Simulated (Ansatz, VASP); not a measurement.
KCdF3: VASP beside Ansatz

```
K Cd F
1.0
     4.38209    0.00000    0.00000
     0.00000    4.38209    0.00000
     0.00000    0.00000    4.38209
K Cd F
1 1 3
Direct
  0.00000 0.00000 0.00000
  0.50000 0.50000 0.50000
  0.96006 0.50000 0.50000
  0.46006 0.00000 0.50000
  0.46006 0.50000 0.00000
```

Change from the starting cell: all F atoms moved +0.175 Å, as atom 3 towards its neighbour atom 2 (Cd) at 2.191 Å.

Alike in both runs: task single point; functional LDA; k mesh 6 × 6 × 6; occupations gaussian, width 0.05 eV; no spin polarisation.

|  | VASP | Ansatz |
| --- | --- | --- |
| version | VASP 6.6.1 | Ansatz 0.2.0 |
| potentials or method | VASP PAW LDA potentials, release 64 (K_sv, Cd, F), cutoff 520 eV | scalar-relativistic, plane waves, PAW |
| valence electrons in the cell | 42 | 50 |

```tsv
	VASP	Ansatz	Ansatz less VASP
gap on the k mesh at the Fermi level (eV)	2.82	2.83	+0.013
least direct gap on the mesh (eV)	4.45	4.47	+0.028
pressure (GPa)	-1.7	-2.4	-0.71
traceless stress, the component that is largest in VASP (GPa)	2.74	2.52	-0.218
rms of the force components (eV/Å)	0.724	0.651	-0.0732
```

LDA's correlation is that of Perdew and Zunger in VASP and of Perdew and Wang (1992) in Ansatz. Atom by atom the forces differ by 0.074 eV/Å (rms over components). VASP's potentials hold 42 valence electrons a cell and Ansatz's 50, so a difference there can come from the potentials and not from the codes.
